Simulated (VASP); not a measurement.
# GaCo3 (I4/mmm) in VASP: single point with LDA

Aim: the single point of GaCo3 with LDA.

All numbers are computed with VASP 6.6.1; they aren't measurements. Logs are shortened: lines on timing, memory, paths and dates and some standing lists are left out, and cuts for length are marked.

## Step 1: The cell of the first run

The structure is tetragonal, space group I4/mmm (No. 139). Conventional cell: a = 3.599 Å, b = 3.599 Å, c = 6.897 Å, α = 90.00°, β = 90.00°, γ = 90.00°. Ga (site symmetry 4/mmm) has 12 Co at 2.49 to 2.54 Å within 3.3 Å. Co (site symmetry -4m2) has 4 Ga at 2.49 Å and 8 Co at 2.49 to 2.54 Å within 3.3 Å. Within 3.3 Å of Co (site symmetry 4/mmm) lie 8 Co at 2.49 Å and 4 Ga at 2.54 Å.

## Step 2: Single point, LDA, collinear spin, ferromagnetic start

Contents of INCAR:

```
SYSTEM = GaCo3
PREC = Accurate ; ENCUT = 520
EDIFF = 1E-6 ; ISMEAR = 0
SIGMA = 0.05 ; LREAL = .FALSE.
LASPH = .TRUE. ; NELM = 150
ALGO = Normal ; ISIF = 2
LWAVE = .FALSE. ; LCHARG = .FALSE.
ISPIN = 2 ; MAGMOM = -0.04 1.65 1.65 1.78
LORBIT = 11 ; LMAXMIX = 4
GGA = CA ; NBANDS = 32
```

Contents of KPOINTS:

```
Automatic mesh
0
G
  10 10 10
  0 0 0
```

Contents of POSCAR:

```
GaCo3
1.0
    3.5989880000      0.0000000000      0.0000000000
    0.0000000000      3.5989880000      0.0000000000
   -1.7994940000     -1.7994940000      3.4484350000
Ga Co
1 3
Direct
    0.0000000000      0.0000000000      0.0000000000
    0.2500000000      0.7500000000      0.5000000000
    0.7500000000      0.2500000000      0.5000000000
    0.5000000000      0.5000000000      0.0000000000
```

Potentials or basis: VASP PAW LDA potentials, release 64 (Ga_d, Co).

The run is started by

```bash
cat potpaw_LDA.64/Ga_d/POTCAR potpaw_LDA.64/Co/POTCAR > POTCAR
mpirun -np 1 vasp_std > vasp.out
```

OUTCAR:

```text
SYSTEM = GaCo3
   PREC = Accurate
   ENCUT = 520
   EDIFF = 1E-6
   ISMEAR = 0
   LREAL = .FALSE.
   LASPH = .TRUE.
   NELM = 150
   ISIF = 2
   ISPIN = 2
   LORBIT = 11
   GGA = CA

 ion  position               nearest neighbor table
   1  0.000  0.000  0.000-   3 2.49   2 2.49   3 2.49   2 2.49   2 2.49   3 2.49   2 2.49   3 2.49
                             4 2.54   4 2.54   4 2.54   4 2.54
   2  0.250  0.750  0.500-   1 2.49   4 2.49   1 2.49   4 2.49   1 2.49   4 2.49   1 2.49   4 2.49
                             3 2.54   3 2.54   3 2.54   3 2.54
   3  0.750  0.250  0.500-   4 2.49   1 2.49   4 2.49   1 2.49   1 2.49   4 2.49   1 2.49   4 2.49
                             2 2.54   2 2.54   2 2.54   2 2.54
   4  0.500  0.500  0.000-   2 2.49   3 2.49   2 2.49   3 2.49   2 2.49   3 2.49   2 2.49   3 2.49
                             1 2.54   1 2.54   1 2.54   1 2.54

  LATTYP: Found a body centered tetragonal cell.
 ALAT       =     3.5989880000
 C/A-ratio  =     1.9163359255

  Lattice vectors:

 A1 = (   1.7994940000,  -1.7994940000,  -3.4484350000)
 A2 = (  -1.7994940000,   1.7994940000,  -3.4484350000)
 A3 = (   1.7994940000,   1.7994940000,   3.4484350000)

Analysis of symmetry for initial positions (statically):
=====================================================================
 Subroutine PRICEL returns:
 Original cell was already a primitive cell.

 Routine SETGRP: Setting up the symmetry group for a
 body centered tetragonal supercell.

 Subroutine GETGRP returns: Found 16 space group operations
 (whereof 16 operations were pure point group operations)
 out of a pool of 16 trial point group operations.

The static configuration has the point symmetry D_4h.

Analysis of symmetry for dynamics (positions and initial velocities):
=====================================================================
 Subroutine PRICEL returns:
 Original cell was already a primitive cell.

 Routine SETGRP: Setting up the symmetry group for a
 body centered tetragonal supercell.

 Subroutine GETGRP returns: Found 16 space group operations
 (whereof 16 operations were pure point group operations)
 out of a pool of 16 trial point group operations.

The dynamic configuration has the point symmetry D_4h.

Analysis of structural, dynamic, and magnetic symmetry:
=====================================================================
 Subroutine PRICEL returns:
 Original cell was already a primitive cell.

 Routine SETGRP: Setting up the symmetry group for a
 body centered tetragonal supercell.

 Subroutine GETGRP returns: Found 16 space group operations
 (whereof 16 operations were pure point group operations)
 out of a pool of 16 trial point group operations.

The overall configuration has the point symmetry D_4h.

 Subroutine INISYM returns: Found 16 space group operations
 (whereof 16 operations are pure point group operations),
 and found     1 'primitive' translations

----------------------------------------------------------------------------------------

                                     Primitive cell

  volume of cell :      44.6666

  direct lattice vectors                    reciprocal lattice vectors
     3.598988000  0.000000000  0.000000000     0.277855886  0.000000000  0.144993309
     0.000000000  3.598988000  0.000000000     0.000000000  0.277855886  0.144993309
    -1.799494000 -1.799494000  3.448435000     0.000000000  0.000000000  0.289986617

  length of vectors
     3.598988000  3.598988000  4.285797623     0.313411795  0.313411795  0.289986617

  position of ions in fractional coordinates (direct lattice)
     0.000000000  0.000000000  0.000000000
     0.250000000  0.750000000  0.500000000
     0.750000000  0.250000000  0.500000000
     0.500000000  0.500000000  0.000000000

  ion indices of the primitive-cell ions
   primitive index   ion index
                 1           1
                 2           2
                 3           3
                 4           4

----------------------------------------------------------------------------------------

 KPOINTS: Automatic mesh

Automatic generation of k-mesh.
 Grid dimensions read from file:
 generate k-points for:   10   10   10

 Generating k-lattice:

  Cartesian coordinates                     Fractional coordinates (reciprocal lattice)
     0.027785589  0.000000000  0.014499331     0.100000000  0.000000000  0.000000000
     0.000000000  0.027785589  0.014499331     0.000000000  0.100000000  0.000000000
     0.000000000  0.000000000  0.028998662     0.000000000  0.000000000  0.100000000

  Length of vectors
     0.031341179  0.031341179  0.028998662

  Shift w.r.t. Gamma in fractional coordinates (k-lattice)
     0.000000000  0.000000000  0.000000000

 Subroutine IBZKPT returns following result:
 ===========================================

 Found    102 irreducible k-points:

 Following reciprocal coordinates:
            Coordinates               Weight
  0.000000  0.000000  0.000000      1.000000
  0.100000  0.000000  0.000000      8.000000
  0.200000  0.000000  0.000000      8.000000
  0.300000  0.000000  0.000000      8.000000
  0.400000  0.000000  0.000000      8.000000
  0.500000  0.000000  0.000000      4.000000
[... 16 lines left out ...]
  0.300000  0.300000  0.000000      8.000000
  0.400000  0.300000  0.000000     16.000000
 [... further k-points ...]
   k-points           NKPTS =    102   k-points in BZ     NKDIM =    102   number of bands    NBANDS=     32
   number of dos      NEDOS =    301   number of ions     NIONS =      4
   total plane-waves  NPLWV =  25088
   dimension x,y,z NGX =    28 NGY =   28 NGZ =   32
   dimension x,y,z NGXF=    56 NGYF=   56 NGZF=   64
   ions per type =               1   3
   NGX,Y,Z   is equivalent  to a cutoff of  12.93, 12.93, 12.41 a.u.
   NGXF,Y,Z  is equivalent  to a cutoff of  25.87, 25.87, 24.83 a.u.
 SYSTEM =  GaCo3
   PREC   = accura    normal or accurate (medium, high low for compatibility)
   ISTART =      0    job   : 0-new  1-cont  2-samecut
   ICHARG =      2    charge: 1-file 2-atom 10-const
   ISPIN  =      2    spin polarized calculation?
   LNONCOLLINEAR =      F non collinear calculations
   LSORBIT =      F    spin-orbit coupling
   LASPH  =      T    aspherical Exc in radial PAW
   ENCUT  =  520.0 eV  38.22 Ry    6.18 a.u.   6.69  6.69  7.97*2*pi/ulx,y,z
   NELM   =    150;   NELMIN=  2; NELMDL= -5     # of ELM steps
   EDIFF  = 0.1E-05   stopping-criterion for ELM
   LREAL  =      F    real-space projection
   EDIFFG = 0.1E-04   stopping-criterion for IOM
   NSW    =      0    number of steps for IOM
   IBRION =     -1    ionic relax: 0-MD 1-quasi-New 2-CG
   NFREE  =      0    steps in history (QN), initial steepest desc. (CG)
   ISIF   =      2    stress and relaxation
   ISYM   =      2    0-nonsym 1-usesym 2-fastsym
   POTIM  = 0.5000    time-step for ionic-motion
   TEBEG  =    0.0;   TEEND  =   0.0 temperature during run
   PSTRESS=    0.0 pullay stress
   NELECT =      40.0000    total number of electrons
   NUPDOWN=      -1.0000    fix difference up-down
   EMIN   =  10.00;   EMAX   =-10.00  energy-range for DOS
   EFERMI =   0.00;   METHOD = LEGACY
   ISMEAR =     0;   SIGMA  =   0.05  broadening in eV -4-tet -1-fermi 0-gaus
   EFERMI_NEDOS =   21; number of points for ismear=-14 and -15
   IALGO  =     38    algorithm
   IMIX   =      4    mixing-type and parameters
     AMIX     =   0.40;   BMIX     =  1.00
     AMIX_MAG =   1.60;   BMIX_MAG =  1.00
  volume/ion in A,a.u.               =      11.17        75.36
  Fermi-wavevector in a.u.,A,eV,Ry     =   1.577977  2.981943 33.878643  2.490010
  Thomas-Fermi vector in A             =   2.678577
   LORBIT       =     11    0 simple, 1 ext, 2 COOP (PROOUT), +10 PAW based schemes
   GGA     = CA    functional components
   LHFCALC =     F    Hartree Fock is set to
   AEXX    =    0.0000 exact exchange contribution
   IVDW    =     0    specifies the selected vdW correction
   LEPSILON=     F    determine dielectric tensor
   LRPA    =     F    only Hartree local field effects (RPA)
 spin polarized calculation
 Gauss-broadening in eV      SIGMA  =   0.05
  energy-cutoff  :      520.00
  volume of cell :       44.67
 maximum number of plane-waves:      1226
   NGX = 13   NGY = 13   NGZ = 15

 number of electron      40.0000020 magnetization       3.5011917

 Free energy of the ion-electron system (eV)
  ---------------------------------------------------
  ext. energy  EPLUGINS =         0.00000000
  ---------------------------------------------------
  free energy    TOTEN  =       -28.46978807 eV

  energy without entropy =      -28.46175826  energy(sigma->0) =      -28.46577317

 E-fermi :   9.7883     XC(G=0): -13.7465

 val. band max:        9.7850440863   @ k =  -0.2000   0.2000   0.1000
 cond. band min:       9.7886027274   @ k =  -0.4000   0.4000   0.2000
 fundamental gap:      0.0035586411
 Fermi energy:         9.7883239033

 spin component 1

 k-point     1 :       0.0000    0.0000    0.0000
  band No.  band energies     occupation
      1      -4.7894      1.00000
      2      -4.7591      1.00000
      3      -4.7572      1.00000
      4      -4.7572      1.00000
      5      -4.7515      1.00000
      6      -0.9667      1.00000
[... 24 lines left out ...]
     31      20.5358      0.00000
     32      22.2601      0.00000

 k-point     2 :       0.1000    0.0000    0.0000
  band No.  band energies     occupation
      1      -4.7849      1.00000
      2      -4.7592      1.00000
      3      -4.7569      1.00000
      4      -4.7550      1.00000
      5      -4.7505      1.00000
      6      -0.8152      1.00000
[... 24 lines left out ...]
     31      21.3443      0.00000
     32      21.6102      0.00000
[... 733 lines left out ...]
     31      25.0846      0.00000
     32      25.8021      0.00000

 k-point    24 :       0.4000    0.3000    0.0000
  band No.  band energies     occupation
      1      -4.7857      1.00000
      2      -4.7759      1.00000
      3      -4.7644      1.00000
      4      -4.7166      1.00000
      5      -4.6998      1.00000
      6       2.3481      1.00000
[... 24 lines left out ...]
     31      25.5316      0.00000
     32      25.7321      0.00000

 [... further k-points ...]

 spin component 2

 k-point     1 :       0.0000    0.0000    0.0000
  band No.  band energies     occupation
      1      -4.8016      1.00000
      2      -4.7664      1.00000
      3      -4.7645      1.00000
      4      -4.7645      1.00000
      5      -4.7626      1.00000
      6      -0.8979      1.00000
[... 24 lines left out ...]
     31      20.8801      0.00000
     32      22.4500      0.00000

 k-point     2 :       0.1000    0.0000    0.0000
  band No.  band energies     occupation
      1      -4.7970      1.00000
      2      -4.7666      1.00000
      3      -4.7642      1.00000
      4      -4.7624      1.00000
      5      -4.7619      1.00000
      6      -0.7467      1.00000
[... 24 lines left out ...]
     31      21.6686      0.00000
     32      21.8453      0.00000
[... 733 lines left out ...]
     31      25.3268      0.00000
     32      26.0326      0.00000

 k-point    24 :       0.4000    0.3000    0.0000
  band No.  band energies     occupation
      1      -4.7925      1.00000
      2      -4.7881      1.00000
      3      -4.7715      1.00000
      4      -4.7268      1.00000
      5      -4.7105      1.00000
      6       2.4763      1.00000
[... 24 lines left out ...]
     31      25.7553      0.00000
     32      25.9626      0.00000

 [... further k-points ...]

------------------------ aborting loop because EDIFF is reached ----------------------------------------

  FORCE on cell =-STRESS in cart. coord.  units (eV):
  Direction    XX          YY          ZZ          XY          YZ          ZX
  --------------------------------------------------------------------------------------
  -------------------------------------------------------------------------------------
  Total       -3.0566602     -3.0566602     -3.2663952      0.0000000     -0.0000000     -0.0000000
  in kB     -109.6414851   -109.6414851   -117.1646165      0.0000000     -0.0000000     -0.0000000
  external PRESSURE =    -112.1491956 kB  Pullay stress =       0.0000000 kB

 VOLUME and BASIS-vectors are now :
 -----------------------------------------------------------------------------
  energy-cutoff  :      520.00
  volume of cell :       44.67
      direct lattice vectors                 reciprocal lattice vectors
     3.598988000  0.000000000  0.000000000     0.277855886  0.000000000  0.144993309
     0.000000000  3.598988000  0.000000000     0.000000000  0.277855886  0.144993309
    -1.799494000 -1.799494000  3.448435000     0.000000000  0.000000000  0.289986617

 POSITION                                       TOTAL-FORCE (eV/Angst)
 -----------------------------------------------------------------------------------
      0.00000      0.00000      0.00000        -0.000000      0.000000      0.000000
      0.00000      1.79949      1.72422         0.000000      0.000000      0.000000
      1.79949      0.00000      1.72422         0.000000     -0.000000      0.000000
      1.79949      1.79949      0.00000        -0.000000      0.000000      0.000000
 -----------------------------------------------------------------------------------
    total drift:                                0.000000      0.000000      0.000000

  FREE ENERGIE OF THE ION-ELECTRON SYSTEM (eV)
  ---------------------------------------------------
  free  energy   TOTEN  =       -28.4697880707 eV

  energy  without entropy=      -28.4617582645  energy(sigma->0) =      -28.46577317

 total charge

# of ion       s       p       d       tot
------------------------------------------
    1        0.883   0.949  10.052  11.884
    2        0.452   0.500   7.387   8.338
    3        0.452   0.500   7.387   8.338
    4        0.468   0.505   7.336   8.308
--------------------------------------------------
tot          2.254   2.453  32.160  36.868

 magnetization (x)

# of ion       s       p       d       tot
------------------------------------------
    1       -0.007  -0.049  -0.001  -0.057
    2       -0.006  -0.008   1.104   1.090
    3       -0.006  -0.008   1.104   1.090
    4       -0.001  -0.020   1.407   1.386
--------------------------------------------------
tot         -0.020  -0.085   3.614   3.510
```

It took 7.7 min on 1 thread of Intel Xeon Platinum 8375C at 2.90GHz (Ice Lake), shared host; peak memory 0.32 GiB.

What came out:

| Property | Result |
| --- | --- |
| Free energy | -28.4698 eV |
| Pressure | -11.2 GPa |
| Net moment | 3.50 μB per cell |
| Site moments | Ga -0.06; Co +1.09, +1.39 (each value once) μB |
| Valence electrons inside the program's atomic spheres | Ga 11.88; Co 8.34, 8.31 (each value once) |

Caveat: the cell stands under tension.
